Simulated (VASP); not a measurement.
# Se (P6/mmm) in VASP: further runs

Runs on Se. Level: PBEsol. Tasks: single point, relaxation of cell and atoms.

All numbers are computed with VASP 6.6.1; they aren't measurements. Logs are shortened: lines on timing, memory, paths and dates and some standing lists are left out, and cuts for length are marked.

## Step 1: The cell of the first run

Symmetry: P6/mmm, No. 191, hexagonal system. The conventional cell has a = 4.856 Å, b = 4.856 Å, c = 3.254 Å, α = 90.00°, β = 90.00°, γ = 120.00°. Se (site symmetry 6/mmm) has 14 Se at 3.24 to 3.25 Å within 4.3 Å. Within 3.7 Å of Se (site symmetry -6m2) lie 11 Se at 2.80 to 3.25 Å.

## Step 2: Single point, PBEsol (volume scaled by 1.12)

INCAR reads:

```
SYSTEM = Se
  ALGO = Normal
  EDIFF = 1E-6
  ENCUT = 520
  GGA = PS
  ISIF = 2
  ISMEAR = -1
  LASPH = .True.
  LCHARG = .True.
  LELF = .True.
  LREAL = .False.
  LVHAR = .True.
  LWAVE = .False.
  NBANDS = 16
  NELM = 60
  PREC = Accurate
  SIGMA = 0.1
```

KPOINTS reads:

```
k-points
0
Gamma
  9 9 11
  0 0 0
```

POSCAR reads:

```
Se
1.0
    4.8562733436      0.0000000000      0.0000000000
   -2.4281366718      4.2056560833      0.0000000000
    0.0000000000      0.0000000000      3.2538767803
Se
3
Direct
    0.0000000000      0.0000000000      0.0000000000
    0.3333333333      0.6666666667      0.5000000000
    0.6666666667      0.3333333333      0.5000000000
```

Potentials or basis: VASP PAW PBE potentials, release 64 (Se).

Launch:

```console
$ cat potpaw_PBE.64/Se/POTCAR > POTCAR
$ mpirun -np 1 vasp_std > vasp.out
```

OUTCAR:

```text
SYSTEM = Se
   EDIFF = 1E-6
   ENCUT = 520
   GGA = PS
   ISIF = 2
   ISMEAR = -1
   LASPH = .True.
   LREAL = .False.
   NELM = 60
   PREC = Accurate

 ion  position               nearest neighbor table
   1  0.000  0.000  0.000-
   2  0.333  0.667  0.500-
   3  0.667  0.333  0.500-

  LATTYP: Found a hexagonal cell.
 ALAT       =     4.8562733436
 C/A-ratio  =     0.6700357558

  Lattice vectors:

 A1 = (   4.8562733436,   0.0000000000,   0.0000000000)
 A2 = (  -2.4281366718,   4.2056560833,   0.0000000000)
 A3 = (   0.0000000000,   0.0000000000,   3.2538767803)

Analysis of symmetry for initial positions (statically):
=====================================================================
 Subroutine PRICEL returns:
 Original cell was already a primitive cell.

 Routine SETGRP: Setting up the symmetry group for a
 hexagonal supercell.

 Subroutine GETGRP returns: Found 24 space group operations
 (whereof 24 operations were pure point group operations)
 out of a pool of 24 trial point group operations.

The static configuration has the point symmetry D_6h.

Analysis of symmetry for dynamics (positions and initial velocities):
=====================================================================
 Subroutine PRICEL returns:
 Original cell was already a primitive cell.

 Routine SETGRP: Setting up the symmetry group for a
 hexagonal supercell.

 Subroutine GETGRP returns: Found 24 space group operations
 (whereof 24 operations were pure point group operations)
 out of a pool of 24 trial point group operations.

The dynamic configuration has the point symmetry D_6h.

 Subroutine INISYM returns: Found 24 space group operations
 (whereof 24 operations are pure point group operations),
 and found     1 'primitive' translations

----------------------------------------------------------------------------------------

                                     Primitive cell

  volume of cell :      66.4566

  direct lattice vectors                    reciprocal lattice vectors
     4.856273344  0.000000000  0.000000000     0.205919216  0.118887515  0.000000000
    -2.428136672  4.205656083  0.000000000     0.000000000  0.237775030  0.000000000
     0.000000000  0.000000000  3.253876780     0.000000000  0.000000000  0.307325713

  length of vectors
     4.856273344  4.856273344  3.253876780     0.237775030  0.237775030  0.307325713

  position of ions in fractional coordinates (direct lattice)
     0.000000000  0.000000000  0.000000000
     0.333333333  0.666666667  0.500000000
     0.666666667  0.333333333  0.500000000

  ion indices of the primitive-cell ions
   primitive index   ion index
                 1           1
                 2           2
                 3           3

----------------------------------------------------------------------------------------

 KPOINTS: k-points

Automatic generation of k-mesh.
 Grid dimensions read from file:
 generate k-points for:    9    9   11

 Generating k-lattice:

  Cartesian coordinates                     Fractional coordinates (reciprocal lattice)
     0.022879913  0.013209724  0.000000000     0.111111111  0.000000000  0.000000000
     0.000000000  0.026419448  0.000000000     0.000000000  0.111111111  0.000000000
     0.000000000  0.000000000  0.027938701     0.000000000  0.000000000  0.090909091

  Length of vectors
     0.026419448  0.026419448  0.027938701

  Shift w.r.t. Gamma in fractional coordinates (k-lattice)
     0.000000000  0.000000000  0.000000000

 Subroutine IBZKPT returns following result:
 ===========================================

 Found     72 irreducible k-points:

 Following reciprocal coordinates:
            Coordinates               Weight
  0.000000  0.000000  0.000000      1.000000
  0.111111  0.000000  0.000000      6.000000
  0.222222  0.000000  0.000000      6.000000
  0.333333  0.000000  0.000000      6.000000
  0.444444  0.000000  0.000000      6.000000
  0.111111  0.111111  0.000000      6.000000
[... 16 lines left out ...]
  0.333333  0.222222  0.090909     24.000000
  0.333333  0.333333  0.090909      4.000000
 [... further k-points ...]
   k-points           NKPTS =     72   k-points in BZ     NKDIM =     72   number of bands    NBANDS=     16
   number of dos      NEDOS =    301   number of ions     NIONS =      3
   total plane-waves  NPLWV =  31104
   dimension x,y,z NGX =    36 NGY =   36 NGZ =   24
   dimension x,y,z NGXF=    72 NGYF=   72 NGZF=   48
   ions per type =               3
   NGX,Y,Z   is equivalent  to a cutoff of  12.32, 12.32, 12.26 a.u.
   NGXF,Y,Z  is equivalent  to a cutoff of  24.65, 24.65, 24.52 a.u.
 SYSTEM =  Se
   PREC   = accura    normal or accurate (medium, high low for compatibility)
   ISTART =      0    job   : 0-new  1-cont  2-samecut
   ICHARG =      2    charge: 1-file 2-atom 10-const
   ISPIN  =      1    spin polarized calculation?
   LNONCOLLINEAR =      F non collinear calculations
   LSORBIT =      F    spin-orbit coupling
   LASPH  =      T    aspherical Exc in radial PAW
   ENCUT  =  520.0 eV  38.22 Ry    6.18 a.u.   9.03  9.03  6.05*2*pi/ulx,y,z
   NELM   =     60;   NELMIN=  2; NELMDL= -5     # of ELM steps
   EDIFF  = 0.1E-05   stopping-criterion for ELM
   LREAL  =      F    real-space projection
   EDIFFG = 0.1E-04   stopping-criterion for IOM
   NSW    =      0    number of steps for IOM
   IBRION =     -1    ionic relax: 0-MD 1-quasi-New 2-CG
   NFREE  =      0    steps in history (QN), initial steepest desc. (CG)
   ISIF   =      2    stress and relaxation
   ISYM   =      2    0-nonsym 1-usesym 2-fastsym
   POTIM  = 0.5000    time-step for ionic-motion
   TEBEG  =    0.0;   TEEND  =   0.0 temperature during run
   PSTRESS=    0.0 pullay stress
   NELECT =      18.0000    total number of electrons
   NUPDOWN=      -1.0000    fix difference up-down
   EMIN   =  10.00;   EMAX   =-10.00  energy-range for DOS
   EFERMI =   0.00;   METHOD = LEGACY
   ISMEAR =    -1;   SIGMA  =   0.10  broadening in eV -4-tet -1-fermi 0-gaus
   EFERMI_NEDOS =   21; number of points for ismear=-14 and -15
   IALGO  =     38    algorithm
   IMIX   =      4    mixing-type and parameters
     AMIX     =   0.40;   BMIX     =  1.00
     AMIX_MAG =   1.60;   BMIX_MAG =  1.00
  volume/ion in A,a.u.               =      22.15       149.49
  Fermi-wavevector in a.u.,A,eV,Ry     =   1.059220  2.001636 15.265027  1.121948
  Thomas-Fermi vector in A             =   2.194558
   LORBIT       =      0    0 simple, 1 ext, 2 COOP (PROOUT), +10 PAW based schemes
   GGA     = PS    functional components
   LHFCALC =     F    Hartree Fock is set to
   AEXX    =    0.0000 exact exchange contribution
   IVDW    =     0    specifies the selected vdW correction
   LEPSILON=     F    determine dielectric tensor
   LRPA    =     F    only Hartree local field effects (RPA)
 non-spin polarized calculation
  energy-cutoff  :      520.00
  volume of cell :       66.46
 maximum number of plane-waves:      1803
   NGX = 19   NGY = 19   NGZ = 13

 number of electron      18.0000000 magnetization

 Free energy of the ion-electron system (eV)
  ---------------------------------------------------
  ext. energy  EPLUGINS =         0.00000000
  ---------------------------------------------------
  free energy    TOTEN  =        -9.92855678 eV

  energy without entropy =       -9.85283590  energy(sigma->0) =       -9.89069634

 E-fermi :   4.3878     XC(G=0): -10.3193

 val. band max:        4.3766847047   @ k =   0.4444   0.1111   0.1818
 cond. band min:       4.3975524311   @ k =   0.1111   0.0000   0.1818
 fundamental gap:      0.0208677264
 Fermi energy:         4.3877596088

 k-point     1 :       0.0000    0.0000    0.0000
  band No.  band energies     occupation
      1     -11.1862      2.00000
      2      -7.3516      2.00000
      3      -7.0844      2.00000
      4      -0.2773      2.00000
      5      -0.2773      2.00000
      6       0.5541      2.00000
[... 8 lines left out ...]
     15      15.5576      0.00000
     16      15.8070      0.00000

 k-point     2 :       0.1111    0.0000    0.0000
  band No.  band energies     occupation
      1     -11.1015      2.00000
      2      -7.4437      2.00000
      3      -7.2357      2.00000
      4      -0.6852      2.00000
      5      -0.4482      2.00000
      6       1.1139      2.00000
[... 8 lines left out ...]
     15      14.6484      0.00000
     16      15.8087      0.00000

 k-point     3 :       0.2222    0.0000    0.0000
  band No.  band energies     occupation
      1     -10.8502      2.00000
      2      -7.8097      2.00000
      3      -7.5127      2.00000
      4      -1.1905      2.00000
      5      -0.2674      2.00000
      6       2.0636      2.00000
[... 8 lines left out ...]
     15      14.2889      0.00000
     16      15.4274      0.00000

 k-point     4 :       0.3333    0.0000    0.0000
  band No.  band energies     occupation
      1     -10.4433      2.00000
      2      -8.4586      2.00000
      3      -7.6914      2.00000
      4      -1.5483      2.00000
      5       0.3999      2.00000
      6       3.1171      1.99999
[... 8 lines left out ...]
     15      13.8904      0.00000
     16      14.6891      0.00000
[... 324 lines left out ...]
 k-point    22 :       0.2222    0.2222    0.0909
  band No.  band energies     occupation
      1     -10.1326      2.00000
      2      -8.3557      2.00000
      3      -8.1743      2.00000
      4      -0.7708      2.00000
      5      -0.0988      2.00000
      6       2.9634      2.00000
[... 8 lines left out ...]
     15      13.0187      0.00000
     16      14.1464      0.00000

 k-point    23 :       0.3333    0.2222    0.0909
  band No.  band energies     occupation
      1      -9.6264      2.00000
      2      -8.9268      2.00000
      3      -8.3411      2.00000
      4      -0.7016      2.00000
      5       0.6316      2.00000
      6       1.9285      2.00000
[... 8 lines left out ...]
     15      12.8071      0.00000
     16      13.9282      0.00000

 k-point    24 :       0.3333    0.3333    0.0909
  band No.  band energies     occupation
      1      -9.1663      2.00000
      2      -9.1663      2.00000
      3      -8.6640      2.00000
      4      -0.2021      2.00000
      5       0.9429      2.00000
      6       0.9429      2.00000
[... 8 lines left out ...]
     15      12.7673      0.00000
     16      14.0498      0.00000

 [... further k-points ...]

------------------------ aborting loop because EDIFF is reached ----------------------------------------

  FORCE on cell =-STRESS in cart. coord.  units (eV):
  Direction    XX          YY          ZZ          XY          YZ          ZX
  --------------------------------------------------------------------------------------
  -------------------------------------------------------------------------------------
  Total       -3.3627155     -3.3627155     -2.0982005      0.0000000      0.0000000      0.0000000
  in kB      -81.0704763    -81.0704763    -50.5847468      0.0000000      0.0000000      0.0000000
  external PRESSURE =     -70.9085665 kB  Pullay stress =       0.0000000 kB

 VOLUME and BASIS-vectors are now :
 -----------------------------------------------------------------------------
  energy-cutoff  :      520.00
  volume of cell :       66.46
      direct lattice vectors                 reciprocal lattice vectors
     4.856273344  0.000000000  0.000000000     0.205919216  0.118887515  0.000000000
    -2.428136672  4.205656083  0.000000000     0.000000000  0.237775030  0.000000000
     0.000000000  0.000000000  3.253876780     0.000000000  0.000000000  0.307325713

 POSITION                                       TOTAL-FORCE (eV/Angst)
 -----------------------------------------------------------------------------------
      0.00000      0.00000      0.00000        -0.000000     -0.000000      0.000000
     -0.00000      2.80377      1.62694         0.000000      0.000000     -0.000000
      2.42814      1.40189      1.62694        -0.000000      0.000000      0.000000
 -----------------------------------------------------------------------------------
    total drift:                                0.000000      0.000000     -0.000000

  FREE ENERGIE OF THE ION-ELECTRON SYSTEM (eV)
  ---------------------------------------------------
  free  energy   TOTEN  =        -9.9285567766 eV

  energy  without entropy=       -9.8528359034  energy(sigma->0) =       -9.89069634
```

Wall time 43 s (1 thread of Intel Xeon 6975P-C, shared host); peak memory 0.21 GiB.

What came out:

```yaml
Free_energy: -9.9286 eV
Pressure: -7.1 GPa
Band_gap_on_the_k_mesh: zero (band 9 reaches 6.28 eV, above the bottom of band 10 at 2.76 eV)
```

Caveat: the PAW data sets were made with another functional, which shifts forces and pressure a little.

(Part 1 of 2 ends here.)
